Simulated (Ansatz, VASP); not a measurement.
# LuScAs2 in VASP and in Ansatz

```
Sc Lu As
1.0
     1.97265    1.13891    6.43351
    -1.97265    1.13891    6.43351
     0.00000   -2.27782    6.43351
Sc Lu As
1 1 2
Cartesian
  1.9727 1.1389 6.4335
  0.0000 0.0000 9.6503
  0.0000 0.0000 4.8806
  0.0000 0.0000 14.4199
```

Alike in both runs: task single point; functional PBE; k mesh 8 × 8 × 8; occupations fermi-dirac, width 0.02 eV; non-collinear spin, spin-orbit coupling.

```csv
,VASP,Ansatz
version,VASP 6.6.1,Ansatz 0.2.0
potentials or method,"VASP PAW PBE potentials, release 64 (Sc_sv, Lu, As)","plane waves, PAW"
plane-wave cutoff (eV),600,420
valence electrons in the cell,46,66
```

```csv
,VASP,Ansatz,Ansatz less VASP
pressure (GPa),1.0,0.5,-0.50
rms of the force components (eV/Å),0.028,0.019,-0.0086
net moment per atom (μB),0.00,0.00,0.000
```

Atom by atom the forces differ by 0.009 eV/Å (rms over components). VASP's potentials hold 46 valence electrons a cell and Ansatz's 66, so a difference there can come from the potentials and not from the codes.
